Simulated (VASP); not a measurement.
# Zr (P6_3/mmc) in VASP: further runs, part 2 of 2

VASP 6.6.1. The steps go on from the part before.

## 4. Single point, PBE

This run uses another cell than the first one, of 23.39 Å³/atom, 1.005 times its volume.

File INCAR:

```
ALGO = Normal
EDIFF = 1E-6
ENCUT = 520
GGA = PE
ISIF = 2
ISMEAR = -1
LASPH = True
LCHARG = False
LREAL = False
LWAVE = False
NBANDS = 19
NELM = 60
PREC = Accurate
SIGMA = 0.05
```

File KPOINTS:

```
k-points
0
Gamma
  9 9 5
```

File POSCAR:

```
Zr
1.0
    3.2284707142      0.0000000000      0.0000000000
   -1.6142353571      2.7959376539      0.0000000000
    0.0000000000      0.0000000000      5.1832572877
Zr
2
Direct
    0.6666666667      0.3333333333      0.7500000000
    0.3333333333      0.6666666667      0.2500000000
```

Potentials or basis: VASP PAW PBE potentials, release 64 (Zr_sv).

Launch:

```bash
$ cat potpaw_PBE.64/Zr_sv/POTCAR > POTCAR
$ mpirun -np 1 vasp_std > vasp.out
```

OUTCAR:

```text
EDIFF = 1E-6
   ENCUT = 520
   GGA = PE
   ISIF = 2
   ISMEAR = -1
   LASPH = True
   LREAL = False
   NELM = 60
   PREC = Accurate

 ion  position               nearest neighbor table
   1  0.667  0.333  0.750-   2 3.19   2 3.19   2 3.19   2 3.19   2 3.19   2 3.19
   2  0.333  0.667  0.250-   1 3.19   1 3.19   1 3.19   1 3.19   1 3.19   1 3.19

  LATTYP: Found a hexagonal cell.
 ALAT       =     3.2284707142
 C/A-ratio  =     1.6054837558

  Lattice vectors:

 A1 = (   3.2284707142,   0.0000000000,   0.0000000000)
 A2 = (  -1.6142353571,   2.7959376539,   0.0000000000)
 A3 = (   0.0000000000,   0.0000000000,   5.1832572877)

Analysis of symmetry for initial positions (statically):
=====================================================================
 Subroutine PRICEL returns:
 Original cell was already a primitive cell.

 Routine SETGRP: Setting up the symmetry group for a
 hexagonal supercell.

 Subroutine GETGRP returns: Found 24 space group operations
 (whereof 12 operations were pure point group operations)
 out of a pool of 24 trial point group operations.

The static configuration has the point symmetry D_3d.
 The point group associated with its full space group is D_6h.

Analysis of symmetry for dynamics (positions and initial velocities):
=====================================================================
 Subroutine PRICEL returns:
 Original cell was already a primitive cell.

 Routine SETGRP: Setting up the symmetry group for a
 hexagonal supercell.

 Subroutine GETGRP returns: Found 24 space group operations
 (whereof 12 operations were pure point group operations)
 out of a pool of 24 trial point group operations.

The dynamic configuration has the point symmetry D_3d.
 The point group associated with its full space group is D_6h.

 Subroutine INISYM returns: Found 24 space group operations
 (whereof 12 operations are pure point group operations),
[... 104 lines left out ...]
   POTIM  = 0.5000    time-step for ionic-motion
   TEBEG  =    0.0;   TEEND  =   0.0 temperature during run
   PSTRESS=    0.0 pullay stress
   NELECT =      24.0000    total number of electrons
   NUPDOWN=      -1.0000    fix difference up-down
   EMIN   =  10.00;   EMAX   =-10.00  energy-range for DOS
   EFERMI =   0.00;   METHOD = LEGACY
   ISMEAR =    -1;   SIGMA  =   0.05  broadening in eV -4-tet -1-fermi 0-gaus
   EFERMI_NEDOS =   21; number of points for ismear=-14 and -15
   IALGO  =     38    algorithm
   IMIX   =      4    mixing-type and parameters
     AMIX     =   0.40;   BMIX     =  1.00
     AMIX_MAG =   1.60;   BMIX_MAG =  1.00
  volume/ion in A,a.u.               =      23.39       157.87
  Fermi-wavevector in a.u.,A,eV,Ry     =   1.310498  2.476481 23.366697  1.717404
  Thomas-Fermi vector in A             =   2.441024
   LORBIT       =      0    0 simple, 1 ext, 2 COOP (PROOUT), +10 PAW based schemes
   GGA     = PE    functional components
   LHFCALC =     F    Hartree Fock is set to
   AEXX    =    0.0000 exact exchange contribution
   IVDW    =     0    specifies the selected vdW correction
   LEPSILON=     F    determine dielectric tensor
   LRPA    =     F    only Hartree local field effects (RPA)
 non-spin polarized calculation
  energy-cutoff  :      520.00
  volume of cell :       46.79
 maximum number of plane-waves:      1290
   NGX = 13   NGY = 13   NGZ = 19

 number of electron      24.0000001 magnetization

 Free energy of the ion-electron system (eV)
  ---------------------------------------------------
  ext. energy  EPLUGINS =         0.00000000
  ---------------------------------------------------
  free energy    TOTEN  =       -17.05464638 eV

  energy without entropy =      -17.03896178  energy(sigma->0) =      -17.04680408

 E-fermi :   8.9440     XC(G=0): -11.0605

 val. band max:        8.9259335278   @ k =   0.0000   0.0000   0.4000
 cond. band min:       8.9655203130   @ k =   0.1111   0.0000   0.4000
 fundamental gap:      0.0395867853
 Fermi energy:         8.9440451441

 k-point     1 :       0.0000    0.0000    0.0000
  band No.  band energies     occupation
      1     -39.9071      2.00000
      2     -39.7604      2.00000
      3     -18.4134      2.00000
      4     -17.5562      2.00000
      5     -17.5562      2.00000
      6     -17.4384      2.00000
[... 505 lines left out ...]
      6     -17.8416      2.00000
[... 11 lines left out ...]
     18      13.2991      0.00000
     19      15.6551      0.00000

 [... further k-points ...]
[... 5 lines left out ...]
  --------------------------------------------------------------------------------------
  -------------------------------------------------------------------------------------
  Total        0.0018258      0.0018258      0.0053367     -0.0000000      0.0000000      0.0000000
  in kB        0.0625234      0.0625234      0.1827511     -0.0000000      0.0000000      0.0000000
  external PRESSURE =       0.1025993 kB  Pullay stress =       0.0000000 kB

 VOLUME and BASIS-vectors are now :
 -----------------------------------------------------------------------------
  energy-cutoff  :      520.00
  volume of cell :       46.79
      direct lattice vectors                 reciprocal lattice vectors
     3.228470714  0.000000000  0.000000000     0.309744176  0.178830883  0.000000000
    -1.614235357  2.795937654  0.000000000     0.000000000  0.357661766  0.000000000
     0.000000000  0.000000000  5.183257288     0.000000000  0.000000000  0.192928876

 POSITION                                       TOTAL-FORCE (eV/Angst)
 -----------------------------------------------------------------------------------
      1.61424      0.93198      3.88744         0.000000      0.000000      0.000000
     -0.00000      1.86396      1.29581         0.000000     -0.000000      0.000000
 -----------------------------------------------------------------------------------
    total drift:                               -0.000000      0.000000     -0.000000

  FREE ENERGIE OF THE ION-ELECTRON SYSTEM (eV)
  ---------------------------------------------------
  free  energy   TOTEN  =       -17.0546463784 eV

  energy  without entropy=      -17.0389617757  energy(sigma->0) =      -17.04680408
```

stdout:

```text
POSCAR found type information on POSCAR Zr
 POSCAR found :  1 types and       2 ions
 scaLAPACK will be used
 LDA part: xc-table for (Slater+PW92), standard interpolation
 POSCAR, INCAR and KPOINTS ok, starting setup
 FFT: planning ... GRIDC
 FFT: planning ... GRID_SOFT
 FFT: planning ... GRID
 WAVECAR not read
 entering main loop
```

It took 11 s on 1 thread of Intel Xeon Platinum 8559C (Emerald Rapids), shared host; peak memory 0.16 GiB.

Results:

| Item | Value |
| --- | --- |
| Free energy | -17.0546 eV |
| Pressure | 0.0 GPa |
| Band gap on the k mesh | zero (band 12 reaches 9.82 eV, above the bottom of band 13 at 8.68 eV) |

Levels at points of the mesh, in eV from the Fermi level:
| k point | band 8 | band 9 | band 10 | band 11 | band 12 | band 13 | band 14 | band 15 | band 16 | band 17 |
| --- | --- | --- | --- | --- | --- | --- | --- | --- | --- | --- |
| (0.00, 0.00, 0.00) | -26.37 | -5.65 | -3.03 | 0.87 | 0.87 | 0.94 | 1.09 | 1.54 | 1.54 | 2.18 |

## 5. Relaxation of cell and atoms, RPBE+D4

File INCAR:

```
PREC     = Accurate       # precision mode
ENCUT    = 600            # plane-wave cutoff, eV
EDIFF    = 1E-6           # SCF threshold, eV
ISMEAR   = -1             # smearing method
SIGMA    = 0.05           # smearing width, eV
LREAL    = F              # projectors in reciprocal space
LASPH    = T              # aspherical terms in the spheres
NELM     = 100            # most SCF steps
ALGO     = Normal         # electronic algorithm
ISIF     = 3              # what is computed and relaxed
LWAVE    = F              # write WAVECAR
LCHARG   = F              # write CHGCAR
GGA      = RP             # functional
IVDW     = 13             # dispersion correction
IBRION   = 2              # ionic algorithm
NSW      = 80             # ionic steps
EDIFFG   = -0.01          # ionic threshold
```

File KPOINTS:

```
regular mesh
0
Gamma
  9 9 5
```

File POSCAR:

```
Zr
1.0
    3.2320000000      0.0000000000      0.0000000000
   -1.6160000000      2.7989941050      0.0000000000
    0.0000000000      0.0000000000      5.1470000000
Zr
2
Direct
    0.6666666667      0.3333333333      0.7500000000
    0.3333333333      0.6666666667      0.2500000000
```

Launch:

```bash
$ cat potpaw_PBE.64/Zr_sv/POTCAR > POTCAR
$ mpirun -np 1 vasp_std > vasp.out
```

Run time: 47 s. Hardware: 1 thread of Intel Xeon Platinum 8559C (Emerald Rapids), shared host; peak memory 0.19 GiB.

Results (log left out):

```
Free energy                            : -16.8731 eV
Relaxed volume                         : 23.38 Å³/atom
Relaxed cell                           : a = 3.228 Å, b = 3.228 Å, c = 5.180 Å, α = 90.00°, β = 90.00°, γ = 120.00°
Space group after relaxing (to 0.05 Å) : P6_3/mmc (No. 194)
Energy gained by relaxing              : 0.4 meV/atom
Ionic steps                            : 4
Pressure after relaxing                : 0.0 GPa
Band gap on the k mesh                 : zero (band 12 reaches 9.92 eV, above the bottom of band 13 at 8.76 eV)
Dispersion energy per atom             : -0.337 eV
```

The path:
```tsv
step	energy change (eV)	largest force (eV/Å)	pressure (GPa)	volume (Å³)
1	0.0000	0.0000	0.42	46.56
2	-0.0005	0.0000	-0.45	46.98
3	-0.0007	0.0000	-0.16	46.84
4	-0.0009	0.0000	-0.01	46.75
```

Final structure:
```
Zr
1.0
     3.22845    0.00000    0.00000
    -1.61422    2.79592    0.00000
     0.00000    0.00000    5.17953
Zr
2
Direct
  0.66667 0.33333 0.75000
  0.33333 0.66667 0.25000
```

Levels at points of the mesh, in eV from the Fermi level:
```tsv
k point	band 9	band 10	band 11	band 12	band 13	band 14	band 15	band 16
(0.00, 0.00, 0.00)	-5.65	-3.02	0.88	0.88	0.95	1.07	1.55	1.55
```

Caveat: the PAW data sets were made with another functional, which shifts forces and pressure a little; pairwise dispersion overbinds metals, which lowers pressure and volume. Zero-point motion and thermal expansion aren't in these numbers.

## 6. Relaxation of cell and atoms, PBE+D4

File INCAR:

```
SYSTEM = Zr
  PREC = Accurate
  ENCUT = 600
  EDIFF = 1E-6
  ISMEAR = -1
  SIGMA = 0.05
  LREAL = .False.
  LASPH = .True.
  NELM = 60
  ALGO = Normal
  ISIF = 3
  LWAVE = .False.
  LCHARG = .False.
  GGA = PE
  IVDW = 13
  IBRION = 2
  NSW = 80
  EDIFFG = -0.005
```

File KPOINTS:

```
regular mesh
0
Gamma
  9 9 5
  0 0 0
```

POSCAR is that of step 5.

Potentials or basis: VASP PAW PBE potentials, release 64 (Zr_sv).

Launch:

```bash
$ cat potpaw_PBE.64/Zr_sv/POTCAR > POTCAR
$ mpirun -np 1 vasp_std > vasp.out
```

It took 65 s on 1 thread of Intel Xeon Platinum 8559C (Emerald Rapids), shared host; peak memory 0.19 GiB.

It converged, with:

```yaml
Free_energy: -17.4648 eV
Relaxed_volume: 23.05 Å³/atom
Relaxed_cell: a = 3.211 Å, b = 3.211 Å, c = 5.162 Å, α = 90.00°, β = 90.00°, γ = 120.00°
Space_group_after_relaxing_to_0.05_Å: P6_3/mmc (No. 194)
Energy_gained_by_relaxing: 1.1 meV/atom
Ionic_steps: 7
Pressure_after_relaxing: 0.0 GPa
Band_gap_on_the_k_mesh: zero (band 12 reaches 9.99 eV, above the bottom of band 13 at 8.85 eV)
Dispersion_energy_per_atom: -0.207 eV
```

The path:
```
step  energy change (eV)  largest force (eV/Å)  pressure (GPa)  volume (Å³)
   1              0.0000                0.0000           -0.90        46.56
   2             -0.0009                0.0000            0.90        45.68
   3             -0.0018                0.0000            0.14        46.05
   4             -0.0021                0.0000            0.05        46.08
   5             -0.0021                0.0000            0.01        46.09
   6             -0.0021                0.0000           -0.03        46.11
   7             -0.0021                0.0000            0.00        46.10
```

Final structure:
```
Zr
1.0
     3.21104    0.00000    0.00000
    -1.60552    2.78084    0.00000
     0.00000    0.00000    5.16218
Zr
2
Cartesian
  1.6055 0.9269 3.8716
  0.0000 1.8539 1.2905
```

Levels at points of the mesh, in eV from the Fermi level:
```
           k point  band 9  band 10  band 11  band 12  band 13  band 14  band 15  band 16
(0.00, 0.00, 0.00)   -5.68    -3.07     0.88     0.88     0.93     1.13     1.56     1.56
```

Caveat: pairwise dispersion overbinds metals, which lowers pressure and volume.

## 7. Overview

```tsv
task	level	cell	cutoff (eV)	smearing	gap on the mesh (eV)	pressure (GPa)	relaxed volume (Å³/atom)
single point	PBE	a = 3.232, b = 3.232, c = 5.147 Å, angles 90.0, 90.0, 120.0°, 2 atoms	520	gaussian 0.027 eV	none	0.6	-
single point	RPBE+D4	a = 3.229, b = 3.229, c = 5.181 Å, angles 90.0, 90.0, 120.0°, 2 atoms	520	fermi-dirac 0.05 eV	none	-0.1	-
single point	PBE	a = 3.228, b = 3.228, c = 5.183 Å, angles 90.0, 90.0, 120.0°, 2 atoms	520	fermi-dirac 0.05 eV	none	0.0	-
relaxation of cell and atoms	RPBE+D4	relaxed from a = 3.232, b = 3.232, c = 5.147 Å, angles 90.0, 90.0, 120.0°, 2 atoms	600	fermi-dirac 0.05 eV	none	0.0	23.38
relaxation of cell and atoms	PBE+D4	relaxed from a = 3.232, b = 3.232, c = 5.147 Å, angles 90.0, 90.0, 120.0°, 2 atoms	600	fermi-dirac 0.05 eV	none	0.0	23.05
```

Alike in all rows: potentials or basis VASP PAW PBE potentials, release 64 (Zr_sv); no spin polarisation; k mesh 9 × 9 × 5.

Caveats: pairwise dispersion overbinds metals, which lowers pressure and volume (some runs); the PAW data sets were made with another functional, which shifts forces and pressure a little (some runs).

Absolute energies hang on the potentials; compare differences alone.
